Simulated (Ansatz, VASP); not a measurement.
# BeTe in VASP and in Ansatz

The input INCAR:

```
PREC = Accurate
ENCUT = 600
EDIFF = 1E-6
ISMEAR = 0
SIGMA = 0.02
LREAL = False
LASPH = True
NELM = 120
ALGO = Normal
ISIF = 2
LWAVE = False
LCHARG = False
GGA = PE
NBANDS = 11
GGA_COMPAT = False
```

KPOINTS

```
regular mesh
0
Gamma
  8 8 8
```

POSCAR

```
BeTe
1.0
    0.0000000000      2.7919107000      2.7919107000
    2.7919107000      0.0000000000      2.7919107000
    2.7919107000      2.7919107000      0.0000000000
Be Te
1 1
Direct
    0.0000000000      0.0000000000      0.0000000000
    0.7500000000      0.7500000000      0.7500000000
```

Input for Ansatz:

```yaml
crystal:
  lattice:
    - [0.0, 2.7919107, 2.7919107]
    - [2.7919107, 0.0, 2.7919107]
    - [2.7919107, 2.7919107, 0.0]
  atoms:
    - { symbol: Be, position: [0.0, 0.0, 0.0] }
    - { symbol: Te, position: [0.75, 0.75, 0.75] }
basis:
  ecutwfc: "800 eV"
kpoints:
  mp_grid: { grid: [8, 8, 8] }
hamiltonian:
  xc: pbe
scf:
  occupations: { method: gaussian, width: 0.02 }
  mixing: { preconditioner: resta }
output:
  forces: true
  eigenvalues: true
  stress: true
```

Alike in both runs: task single point; functional PBE; k mesh 8 × 8 × 8; occupations gaussian, width 0.02 eV; no spin polarisation.

```csv
,VASP,Ansatz
version,VASP 6.6.1,Ansatz 0.2.0
potentials or method,"VASP PAW PBE potentials, release 64 (Be, Te), cutoff 600 eV","scalar-relativistic, plane waves, PAW"
valence electrons in the cell,8,18
```

```tsv
	VASP	Ansatz	Ansatz less VASP
gap on the k mesh at the Fermi level (eV)	1.91	1.92	+0.015
pressure (GPa)	2.8	2.6	-0.16
```

With one functional, cell and mesh, what is left measures potentials, basis and numerics. VASP's potentials hold 8 valence electrons a cell and Ansatz's 18, so a difference there can come from the potentials and not from the codes.

Neither program's run includes spin-orbit coupling.
